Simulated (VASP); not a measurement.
Runs of VASP 6.6.1 on C. The structure is that of space group P6/mmm (No. 191), or close to it. The cells are those of the table. 

| task | cell | k mesh | cutoff (eV) | gap on the mesh (eV) | pressure (GPa) |
| --- | --- | --- | --- | --- | --- |
| single point | a = 5.785, b = 5.785, c = 1.241 Å, angles 90.0, 90.0, 120.0°, 3 atoms | 7 × 7 × 27 | 520 | none | 17.5 |
| single point | a = 6.026, b = 6.026, c = 1.293 Å, angles 90.0, 90.0, 120.0°, 3 atoms | 7 × 7 × 27 | 520 | none | -6.4 |
| single point | a = 6.102, b = 6.102, c = 1.309 Å, angles 90.0, 90.0, 120.0°, 3 atoms | 7 × 7 × 27 | 520 | none | -12.0 |
| single point | a = 5.948, b = 5.948, c = 1.276 Å, angles 90.0, 90.0, 120.0°, 3 atoms | 8 × 8 × 32 | 520 | none | 0.1 |
| single point | a = 5.948, b = 5.948, c = 1.276 Å, angles 90.0, 90.0, 120.0°, 3 atoms | 7 × 7 × 27 | 520 | none | (c) |
| single point | a = 5.867, b = 5.867, c = 1.259 Å, angles 90.0, 90.0, 120.0°, 3 atoms | 7 × 7 × 27 | 520 | none | (a) |
| single point | a = 5.700, b = 5.700, c = 1.223 Å, angles 90.0, 90.0, 120.0°, 3 atoms | 7 × 7 × 27 | 520 | none | (b) |
| single point | a = 5.948, b = 5.948, c = 1.276 Å, angles 90.0, 90.0, 120.0°, 3 atoms | 11 × 11 × 15 | 520 | none | 0.0 |
| single point | a = 6.177, b = 6.177, c = 1.325 Å, angles 90.0, 90.0, 120.0°, 3 atoms | 7 × 7 × 27 | 520 | none | -16.7 |
| relaxation of cell and atoms | relaxed from a = 3.344, b = 3.344, c = 2.050 Å, angles 90.0, 90.0, 120.0°, 3 atoms | 11 × 11 × 15 | 600 | none | 0.0 |

Alike in all rows: level r2SCAN; potentials or basis VASP PAW PBE potentials, release 64 (C); no spin polarisation; smearing fermi-dirac 0.1 eV.

Question: Fill in the values left out.

Answer: (a) 8.1; (b) 28.8; (c) 0.2.

Caveats: the PAW data sets were made with another functional, which shifts forces and pressure a little; the cell stands under pressure (at least some runs); the cell stands under tension (at least some runs).

A gap of «none» marks levels without a gap at the run's occupations.
